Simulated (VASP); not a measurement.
Here is a VASP 6.6.1 calculation.

Contents of INCAR:

```
SYSTEM = Hg
PREC = Accurate
ENCUT = 600
EDIFF = 1E-7
ISMEAR = -1
SIGMA = 0.08
LREAL = .FALSE.
LASPH = .TRUE.
NELM = 100
ALGO = Normal
ISIF = 3
LWAVE = .FALSE.
LCHARG = .FALSE.
IBRION = 2
NSW = 60
EDIFFG = -0.005
PSTRESS = 3000.0
```

KPOINTS

```
Automatic mesh
0
G
  18 18 17
  0 0 0
```

POSCAR

```
Hg
1.0
    2.4121206822      0.0000000000      0.0000000000
   -1.2060603411      2.0889577878      0.0000000000
    0.0000000000      0.0000000000      2.2673934412
Hg
1
Direct
    0.0000000000      0.0000000000      0.0000000000
```

Potentials or basis: VASP PAW LDA potentials, release 64 (Hg).

Run with:

```sh
$ cat potpaw_LDA.64/Hg/POTCAR > POTCAR
$ mpirun -np 1 vasp_std > vasp.out
```

Task: What does it give for the relaxed cell?

Result: a = 2.427 Å, b = 2.427 Å, c = 2.342 Å, α = 90.00°, β = 90.00°, γ = 120.00°.

Task: Predict the relaxed volume.

Result: 11.94 Å³/atom.

Final structure:
```cif
data_structure
_symmetry_space_group_name_H-M 'P 1'
_symmetry_Int_Tables_number 1
_cell_length_a 2.4267
_cell_length_b 2.4267
_cell_length_c 2.3418
_cell_angle_alpha 90.000
_cell_angle_beta 90.000
_cell_angle_gamma 120.000
_cell_volume 11.94
loop_
_atom_site_label
_atom_site_type_symbol
_atom_site_fract_x
_atom_site_fract_y
_atom_site_fract_z
_atom_site_occupancy
Hg1 Hg 0.00000 0.00000 0.00000 1
```

Caveat: the cell is relaxed towards a set pressure, so the run minimises the enthalpy, not the energy.
